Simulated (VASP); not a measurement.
# CoO (R-3m) in VASP: a series of runs

Runs on CoO. Level: PBE. Tasks: single point.

Program: VASP 6.6.1. These are calculated values, not measurements. Logs are shortened: lines on timing, memory, paths and dates and some standing lists are left out, and cuts for length are marked.

### Step 1. The cell of the first run

It takes space group R-3m (No. 166, trigonal). Conventional cell: a = 2.949 Å, b = 2.949 Å, c = 7.170 Å, α = 90.00°, β = 90.00°, γ = 120.00°. Within 2.8 Å of Co (site symmetry -3m) lie 6 O at 2.08 Å. O (site symmetry -3m) has 6 Co at 2.08 Å within 2.8 Å.

### Step 2. Single point, PBE, collinear spin, ferromagnetic start

INCAR

```
PREC = Accurate
ENCUT = 520
EDIFF = 1E-7
ISMEAR = -1
SIGMA = 0.05
LREAL = F
LASPH = T
NELM = 150
ALGO = Normal
ISIF = 2
LWAVE = F
LCHARG = T
ISPIN = 2
MAGMOM = 2 0
LORBIT = 11
LMAXMIX = 4
GGA = PE
LELF = T
LVHAR = T
NBANDS = 18
```

KPOINTS

```
Automatic mesh
0
Gamma
  11 11 11
```

POSCAR

```
CoO
1.0
    1.4747370529      0.8514398345      2.3901185036
   -1.4747370529      0.8514398345      2.3901185036
    0.0000000000     -1.7028796690      2.3901185036
Co O
1 1
Direct
    0.0000000000      0.0000000000      0.0000000000
    0.5000000000      0.5000000000      0.5000000000
```

Potentials or basis: VASP PAW PBE potentials, release 64 (Co, O).

Run with:

```
$ cat potpaw_PBE.64/Co/POTCAR potpaw_PBE.64/O/POTCAR > POTCAR
$ mpirun -np 1 vasp_std > vasp.out
```

OUTCAR:

```text
PREC = Accurate
   ENCUT = 520
   EDIFF = 1E-7
   ISMEAR = -1
   LREAL = F
   LASPH = T
   NELM = 150
   ISIF = 2
   ISPIN = 2
   LORBIT = 11
   GGA = PE

 ion  position               nearest neighbor table
   1  0.000  0.000  0.000-   2 2.08   2 2.08   2 2.08   2 2.08   2 2.08   2 2.08
   2  0.500  0.500  0.500-   1 2.08   1 2.08   1 2.08   1 2.08   1 2.08   1 2.08

  LATTYP: Found a trigonal (rhomboedric) cell.
 ALAT       =     2.9347002621
 COS(alpha) =     0.4949531367

  Lattice vectors:

 A1 = (   1.4747370529,   0.8514398345,   2.3901185036)
 A2 = (  -1.4747370529,   0.8514398345,   2.3901185036)
 A3 = (   0.0000000000,  -1.7028796690,   2.3901185036)

Analysis of symmetry for initial positions (statically):
=====================================================================
 Subroutine PRICEL returns:
 Original cell was already a primitive cell.

 Routine SETGRP: Setting up the symmetry group for a
 trigonal (rhombohedral) supercell.

 Subroutine GETGRP returns: Found 12 space group operations
 (whereof 12 operations were pure point group operations)
 out of a pool of 12 trial point group operations.

The static configuration has the point symmetry D_3d.

Analysis of symmetry for dynamics (positions and initial velocities):
=====================================================================
 Subroutine PRICEL returns:
 Original cell was already a primitive cell.

 Routine SETGRP: Setting up the symmetry group for a
 trigonal (rhombohedral) supercell.

 Subroutine GETGRP returns: Found 12 space group operations
 (whereof 12 operations were pure point group operations)
 out of a pool of 12 trial point group operations.

The dynamic configuration has the point symmetry D_3d.

Analysis of structural, dynamic, and magnetic symmetry:
=====================================================================
 Subroutine PRICEL returns:
 Original cell was already a primitive cell.

 Routine SETGRP: Setting up the symmetry group for a
 trigonal (rhombohedral) supercell.

 Subroutine GETGRP returns: Found 12 space group operations
 (whereof 12 operations were pure point group operations)
 out of a pool of 12 trial point group operations.

The overall configuration has the point symmetry D_3d.

 Subroutine INISYM returns: Found 12 space group operations
 (whereof 12 operations are pure point group operations),
 and found     1 'primitive' translations

----------------------------------------------------------------------------------------

                                     Primitive cell

  volume of cell :      18.0069

  direct lattice vectors                    reciprocal lattice vectors
     1.474737053  0.851439835  2.390118504     0.339043492  0.195746851  0.139463099
    -1.474737053  0.851439835  2.390118504    -0.339043492  0.195746851  0.139463099
     0.000000000 -1.702879669  2.390118504     0.000000000 -0.391493703  0.139463099

  length of vectors
     2.934700262  2.934700262  2.934700262     0.415592679  0.415592679  0.415592679

  position of ions in fractional coordinates (direct lattice)
     0.000000000  0.000000000  0.000000000
     0.500000000  0.500000000  0.500000000

  ion indices of the primitive-cell ions
   primitive index   ion index
                 1           1
                 2           2

----------------------------------------------------------------------------------------

 KPOINTS: Automatic mesh

Automatic generation of k-mesh.
 Grid dimensions read from file:
 generate k-points for:   11   11   11

 Generating k-lattice:

  Cartesian coordinates                     Fractional coordinates (reciprocal lattice)
     0.030822136  0.017795168  0.012678464     0.090909091  0.000000000  0.000000000
    -0.030822136  0.017795168  0.012678464     0.000000000  0.090909091  0.000000000
     0.000000000 -0.035590337  0.012678464     0.000000000  0.000000000  0.090909091

  Length of vectors
     0.037781153  0.037781153  0.037781153

  Shift w.r.t. Gamma in fractional coordinates (k-lattice)
     0.000000000  0.000000000  0.000000000

 Subroutine IBZKPT returns following result:
 ===========================================

 Found    146 irreducible k-points:

 Following reciprocal coordinates:
            Coordinates               Weight
  0.000000  0.000000  0.000000      1.000000
  0.090909  0.000000 -0.000000      6.000000
  0.181818  0.000000  0.000000      6.000000
  0.272727  0.000000 -0.000000      6.000000
  0.363636 -0.000000 -0.000000      6.000000
  0.454545 -0.000000 -0.000000      6.000000
[... 16 lines left out ...]
 -0.272727  0.181818  0.000000     12.000000
 -0.181818  0.181818  0.000000      6.000000
 [... further k-points ...]
   k-points           NKPTS =    146   k-points in BZ     NKDIM =    146   number of bands    NBANDS=     18
   number of dos      NEDOS =    301   number of ions     NIONS =      2
   total plane-waves  NPLWV =  13824
   dimension x,y,z NGX =    24 NGY =   24 NGZ =   24
   dimension x,y,z NGXF=    48 NGYF=   48 NGZF=   48
   ions per type =               1   1
   NGX,Y,Z   is equivalent  to a cutoff of  13.60, 13.60, 13.60 a.u.
   NGXF,Y,Z  is equivalent  to a cutoff of  27.19, 27.19, 27.19 a.u.
 SYSTEM =  unknown system
   PREC   = accura    normal or accurate (medium, high low for compatibility)
   ISTART =      0    job   : 0-new  1-cont  2-samecut
   ICHARG =      2    charge: 1-file 2-atom 10-const
   ISPIN  =      2    spin polarized calculation?
   LNONCOLLINEAR =      F non collinear calculations
   LSORBIT =      F    spin-orbit coupling
   LASPH  =      T    aspherical Exc in radial PAW
   ENCUT  =  520.0 eV  38.22 Ry    6.18 a.u.   5.46  5.46  5.46*2*pi/ulx,y,z
   NELM   =    150;   NELMIN=  2; NELMDL= -5     # of ELM steps
   EDIFF  = 0.1E-06   stopping-criterion for ELM
   LREAL  =      F    real-space projection
   EDIFFG = 0.1E-05   stopping-criterion for IOM
   NSW    =      0    number of steps for IOM
   IBRION =     -1    ionic relax: 0-MD 1-quasi-New 2-CG
   NFREE  =      0    steps in history (QN), initial steepest desc. (CG)
   ISIF   =      2    stress and relaxation
   ISYM   =      2    0-nonsym 1-usesym 2-fastsym
   POTIM  = 0.5000    time-step for ionic-motion
   TEBEG  =    0.0;   TEEND  =   0.0 temperature during run
   PSTRESS=    0.0 pullay stress
   NELECT =      15.0000    total number of electrons
   NUPDOWN=      -1.0000    fix difference up-down
   EMIN   =  10.00;   EMAX   =-10.00  energy-range for DOS
   EFERMI =   0.00;   METHOD = LEGACY
   ISMEAR =    -1;   SIGMA  =   0.05  broadening in eV -4-tet -1-fermi 0-gaus
   EFERMI_NEDOS =   21; number of points for ismear=-14 and -15
   IALGO  =     38    algorithm
   IMIX   =      4    mixing-type and parameters
     AMIX     =   0.40;   BMIX     =  1.00
     AMIX_MAG =   1.60;   BMIX_MAG =  1.00
  volume/ion in A,a.u.               =       9.00        60.76
  Fermi-wavevector in a.u.,A,eV,Ry     =   1.540372  2.910880 32.283151  2.372745
  Thomas-Fermi vector in A             =   2.646468
   LORBIT       =     11    0 simple, 1 ext, 2 COOP (PROOUT), +10 PAW based schemes
   GGA     = PE    functional components
   LHFCALC =     F    Hartree Fock is set to
   AEXX    =    0.0000 exact exchange contribution
   IVDW    =     0    specifies the selected vdW correction
   LEPSILON=     F    determine dielectric tensor
   LRPA    =     F    only Hartree local field effects (RPA)
 spin polarized calculation
  energy-cutoff  :      520.00
  volume of cell :       18.01
 maximum number of plane-waves:       531
 NGX is ok and might be reduce to    24
   NGX = 11   NGY = 11   NGZ = 11

 number of electron      14.9999998 magnetization       2.6349218

 Free energy of the ion-electron system (eV)
  ---------------------------------------------------
  ext. energy  EPLUGINS =         0.00000000
  ---------------------------------------------------
  free energy    TOTEN  =       -13.02812502 eV

  energy without entropy =      -12.99105225  energy(sigma->0) =      -13.00958863

 E-fermi :   8.9353     XC(G=0): -12.8193

 val. band max:        8.9350873719   @ k =   0.4545   0.3636   0.2727
 cond. band min:       8.9376958016   @ k =  -0.2727   0.1818   0.0909
 fundamental gap:      0.0026084297
 Fermi energy:         8.9352714903

 spin component 1

 k-point     1 :       0.0000    0.0000    0.0000
  band No.  band energies     occupation
      1     -11.9458      1.00000
      2       5.4658      1.00000
      3       5.4658      1.00000
      4       5.5157      1.00000
      5       5.7503      1.00000
      6       5.7503      1.00000
[... 10 lines left out ...]
     17      31.8197      0.00000
     18      34.8041      0.00000
[... 463 lines left out ...]
 k-point    24 :      -0.1818    0.1818    0.0000
  band No.  band energies     occupation
      1     -11.1064      1.00000
      2       1.8196      1.00000
      3       3.0074      1.00000
      4       3.5713      1.00000
      5       6.2928      1.00000
      6       6.3492      1.00000
[... 10 lines left out ...]
     17      37.8024      0.00000
     18      39.5618      0.00000

 [... further k-points ...]

 spin component 2

 k-point     1 :       0.0000    0.0000    0.0000
  band No.  band energies     occupation
      1     -11.5385      1.00000
      2       5.9191      1.00000
      3       5.9191      1.00000
      4       5.9768      1.00000
      5       7.6551      1.00000
      6       7.6551      1.00000
[... 10 lines left out ...]
     17      32.7284      0.00000
     18      35.6092      0.00000
[... 463 lines left out ...]
 k-point    24 :      -0.1818    0.1818    0.0000
  band No.  band energies     occupation
      1     -10.6809      1.00000
      2       2.4613      1.00000
      3       4.2363      1.00000
      4       4.2676      1.00000
      5       8.1245      1.00000
      6       8.5752      0.99926
[... 10 lines left out ...]
     17      38.3799      0.00000
     18      40.1675      0.00000

 [... further k-points ...]
[... 5 lines left out ...]
  --------------------------------------------------------------------------------------
  -------------------------------------------------------------------------------------
  Total        1.1789945      1.1789945      1.1034925      0.0000000      0.0000000      0.0000000
  in kB      104.9018463    104.9018463     98.1839977      0.0000000      0.0000000      0.0000000
  external PRESSURE =     102.6625635 kB  Pullay stress =       0.0000000 kB

 VOLUME and BASIS-vectors are now :
 -----------------------------------------------------------------------------
  energy-cutoff  :      520.00
  volume of cell :       18.01
      direct lattice vectors                 reciprocal lattice vectors
     1.474737053  0.851439835  2.390118504     0.339043492  0.195746851  0.139463099
    -1.474737053  0.851439835  2.390118504    -0.339043492  0.195746851  0.139463099
     0.000000000 -1.702879669  2.390118504     0.000000000 -0.391493703  0.139463099

 POSITION                                       TOTAL-FORCE (eV/Angst)
 -----------------------------------------------------------------------------------
      0.00000      0.00000      0.00000         0.000000     -0.000000      0.000000
      0.00000      0.00000      3.58518        -0.000000      0.000000     -0.000000
 -----------------------------------------------------------------------------------
    total drift:                               -0.000000      0.000000     -0.000000

  FREE ENERGIE OF THE ION-ELECTRON SYSTEM (eV)
  ---------------------------------------------------
  free  energy   TOTEN  =       -13.0281250208 eV

  energy  without entropy=      -12.9910522474  energy(sigma->0) =      -13.00958863

 total charge

# of ion       s       p       d       tot
------------------------------------------
    1        0.313   0.403   7.216   7.933
    2        1.558   3.450   0.000   5.008
--------------------------------------------------
tot          1.871   3.853   7.216  12.941

 magnetization (x)

# of ion       s       p       d       tot
------------------------------------------
    1        0.021   0.019   2.318   2.358
    2        0.030   0.206   0.000   0.236
--------------------------------------------------
tot          0.051   0.225   2.318   2.594
```

Run time: 66 s. Hardware: 1 thread of Intel Xeon Platinum 8488C (Sapphire Rapids), shared host; peak memory 0.2 GiB.

Results:

| Item | Value |
| --- | --- |
| Free energy | -13.0281 eV |
| Pressure | 10.3 GPa |
| Net moment | 2.63 μB per cell |
| Site moments | Co +2.36; O +0.24 μB |
| Valence electrons inside the program's atomic spheres | Co 7.93; O 5.01 |

Stress tensor (GPa, compression positive):
```
10.49  0.00  0.00
 0.00 10.49  0.00
 0.00  0.00  9.82
```

Levels at points of the mesh, in eV from the Fermi level:
Spin up:
| k point | band 5 | band 6 | band 7 | band 8 | band 9 | band 10 | band 11 | band 12 | band 13 | band 14 |
| --- | --- | --- | --- | --- | --- | --- | --- | --- | --- | --- |
| (0.00, 0.00, 0.00) | -3.18 | -3.18 | -3.05 | -3.05 | -3.01 | 1.40 | 17.07 | 18.66 | 18.66 | 18.87 |
Spin down:
| k point | band 3 | band 4 | band 5 | band 6 | band 7 | band 8 | band 9 | band 10 |
| --- | --- | --- | --- | --- | --- | --- | --- | --- |
| (0.00, 0.00, 0.00) | -3.02 | -2.96 | -1.28 | -1.28 | -1.25 | -0.06 | -0.06 | 1.88 |

Caveat: a cell with one magnetic atom can't hold antiferromagnetic order, which such compounds often take; semilocal functionals often make such compounds metallic where correlation or magnetic order opens a gap, which also shifts bond lengths. With open d or f shells a metallic result of PBE can be an artefact of self-interaction; +U or a hybrid may open a gap.

### Step 3. Single point, PBE, collinear spin, ferromagnetic start

This run uses another cell than the first one, of 9.20 Å³/atom, 1.021 times its volume.

INCAR

```
SYSTEM = CoO
ALGO = Normal
EDIFF = 1E-6
ENCUT = 520
GGA = PE
ISIF = 2
ISMEAR = -1
ISPIN = 2
LASPH = .True.
LCHARG = .False.
LMAXMIX = 4
LORBIT = 11
LREAL = .False.
LWAVE = .False.
MAGMOM = 2 0
NBANDS = 18
NELM = 150
PREC = Accurate
SIGMA = 0.05
```

KPOINTS

```
k-points
0
Gamma
  11 11 11
  0 0 0
```

POSCAR

```
CoO
1.0
    1.4851228673      0.8574360872      2.4069508786
   -1.4851228673      0.8574360872      2.4069508786
    0.0000000000     -1.7148721745      2.4069508786
Co O
1 1
Direct
    0.0000000000      0.0000000000      0.0000000000
    0.5000000000      0.5000000000      0.5000000000
```

Potentials or basis: VASP PAW PBE potentials, release 64 (Co, O).

Run with:

```
$ cat potpaw_PBE.64/Co/POTCAR potpaw_PBE.64/O/POTCAR > POTCAR
$ mpirun -np 1 vasp_std > vasp.out
```

It took 55 s on 1 thread of Intel Xeon Platinum 8488C (Sapphire Rapids), shared host; peak memory 0.21 GiB.

It converged, with:

| Property | Result |
| --- | --- |
| Free energy | -13.0491 eV |
| Pressure | 6.7 GPa |
| Net moment | 2.77 μB per cell |
| Site moments | Co +2.46; O +0.27 μB |
| Valence electrons inside the program's atomic spheres | Co 7.88; O 5.00 |

Stress tensor (GPa, compression positive):
```
6.88 0.00 0.00
0.00 6.88 0.00
0.00 0.00 6.31
```

Levels at points of the mesh, in eV from the Fermi level:
Spin up:
```tsv
k point	band 7	band 8	band 9	band 10	band 11	band 12
(0.00, 0.00, 0.00)	-3.09	-3.09	-3.04	1.28	17.01	18.47
```
Spin down:
```tsv
k point	band 3	band 4	band 5	band 6	band 7	band 8	band 9	band 10
(0.00, 0.00, 0.00)	-2.85	-2.79	-1.22	-1.22	-1.19	-0.01	-0.01	1.79
```

Caveat: a cell with one magnetic atom can't hold antiferromagnetic order, which such compounds often take; semilocal functionals often make such compounds metallic where correlation or magnetic order opens a gap, which also shifts bond lengths.

### Step 4. Single point, PBE, collinear spin, ferromagnetic start

This run uses another cell than the first one, of 9.39 Å³/atom, 1.043 times its volume.

INCAR

```
PREC = Accurate
ENCUT = 520
EDIFF = 1E-7
ISMEAR = -1
SIGMA = 0.05
LREAL = F
LASPH = T
NELM = 150
ALGO = Normal
ISIF = 2
LWAVE = F
LCHARG = F
ISPIN = 2
MAGMOM = 2 0
LORBIT = 11
LMAXMIX = 4
GGA = PE
NBANDS = 18
```

KPOINTS

```
regular mesh
0
Gamma
  11 11 11
```

POSCAR

```
CoO
1.0
    1.4953654176      0.8633496264      2.4235510644
   -1.4953654176      0.8633496264      2.4235510644
    0.0000000000     -1.7266992528      2.4235510644
Co O
1 1
Direct
    0.0000000000      0.0000000000      0.0000000000
    0.5000000000      0.5000000000      0.5000000000
```

Run with:

```
$ cat potpaw_PBE.64/Co/POTCAR potpaw_PBE.64/O/POTCAR > POTCAR
$ mpirun -np 1 vasp_std > vasp.out
```

Wall time 61 s (1 thread of Intel Xeon Platinum 8488C (Sapphire Rapids), shared host); peak memory 0.2 GiB.

The run converged. Its results:

| Property | Result |
| --- | --- |
| Free energy | -13.0611 eV |
| Pressure | 2.9 GPa |
| Net moment | 2.83 μB per cell |
| Site moments | Co +2.50; O +0.28 μB |
| Valence electrons inside the program's atomic spheres | Co 7.85; O 4.99 |

Stress tensor (GPa, compression positive):
```
3.04 0.00 0.00
0.00 3.04 0.00
0.00 0.00 2.57
```

Levels at points of the mesh, in eV from the Fermi level:
Spin up:
| k point | band 7 | band 8 | band 9 | band 10 | band 11 | band 12 |
| --- | --- | --- | --- | --- | --- | --- |
| (0.00, 0.00, 0.00) | -3.08 | -3.08 | -3.03 | 1.16 | 16.95 | 18.30 |
Spin down:
| k point | band 4 | band 5 | band 6 | band 7 | band 8 | band 9 |
| --- | --- | --- | --- | --- | --- | --- |
| (0.00, 0.00, 0.00) | -2.68 | -1.17 | -1.17 | -1.15 | 0.02 | 0.02 |

Caveat: a cell with one magnetic atom can't hold antiferromagnetic order, which such compounds often take; semilocal functionals often make such compounds metallic where correlation or magnetic order opens a gap, which also shifts bond lengths. With open d or f shells a metallic result of PBE can be an artefact of self-interaction; +U or a hybrid may open a gap.

### Step 5. Single point, PBE, collinear spin, ferromagnetic start

This run uses another cell than the first one, of 9.77 Å³/atom, 1.085 times its volume.

INCAR

```
PREC = Accurate
ENCUT = 520
EDIFF = 1E-7
ISMEAR = -1
SIGMA = 0.05
LREAL = False
LASPH = True
NELM = 150
ALGO = Normal
ISIF = 2
LWAVE = False
LCHARG = False
ISPIN = 2
MAGMOM = 2 0
LORBIT = 11
LMAXMIX = 4
GGA = PE
NBANDS = 18
```

KPOINTS is that of step 4.

POSCAR

```
CoO
1.0
    1.5154398320      0.8749395950      2.4560858334
   -1.5154398320      0.8749395950      2.4560858334
    0.0000000000     -1.7498791900      2.4560858334
Co O
1 1
Direct
    0.0000000000      0.0000000000      0.0000000000
    0.5000000000      0.5000000000      0.5000000000
```

Run with:

```
$ cat potpaw_PBE.64/Co/POTCAR potpaw_PBE.64/O/POTCAR > POTCAR
$ mpirun -np 1 vasp_std > vasp.out
```

Run time: 55 s. Hardware: 1 thread of Intel Xeon Platinum 8488C (Sapphire Rapids), shared host; peak memory 0.2 GiB.

It converged, with:

| Quantity | Value |
| --- | --- |
| Free energy | -13.0593 eV |
| Pressure | -3.8 GPa |
| Net moment | 2.92 μB per cell |
| Site moments | Co +2.57; O +0.30 μB |
| Valence electrons inside the program's atomic spheres | Co 7.77; O 4.97 |

Stress tensor (GPa, compression positive):
```
-3.71  0.00  0.00
 0.00 -3.71  0.00
 0.00  0.00 -4.05
```

Levels at points of the mesh, in eV from the Fermi level:
Spin up:
```
           k point  band 5  band 6  band 7  band 8  band 9  band 10  band 11  band 12  band 13  band 14
(0.00, 0.00, 0.00)   -3.07   -3.06   -3.06   -3.03   -3.01     0.95    16.83    17.99    17.99    18.20
```
Spin down:
```csv
k point,band 4,band 5,band 6,band 7,band 8,band 9
"(0.00, 0.00, 0.00)",-2.46,-1.08,-1.08,-1.06,0.09,0.09
```

Caveat: a cell with one magnetic atom can't hold antiferromagnetic order, which such compounds often take; semilocal functionals often make such compounds metallic where correlation or magnetic order opens a gap, which also shifts bond lengths.

### Step 6. Summary

| cell | gap on the mesh (eV) | pressure (GPa) | moment (μB) |
| --- | --- | --- | --- |
| a = 2.935 Å, angles 60.3°, 2 atoms | none | 10.3 | 2.63 |
| a = 2.955 Å, angles 60.3°, 2 atoms | none | 6.7 | 2.77 |
| a = 2.976 Å, angles 60.3°, 2 atoms | none | 2.9 | 2.83 |
| a = 3.016 Å, angles 60.3°, 2 atoms | none | -3.8 | 2.92 |

Alike in all rows: task single point; level PBE; potentials or basis VASP PAW PBE potentials, release 64 (Co, O); spin collinear, ferromagnetic start; k mesh 11 × 11 × 11; cutoff (eV) 520; smearing fermi-dirac 0.05 eV.

Caveats: a cell with one magnetic atom can't hold antiferromagnetic order, which such compounds often take; semilocal functionals often make such compounds metallic where correlation or magnetic order opens a gap, which also shifts bond lengths.

Absolute energies hang on the potentials; compare differences alone.
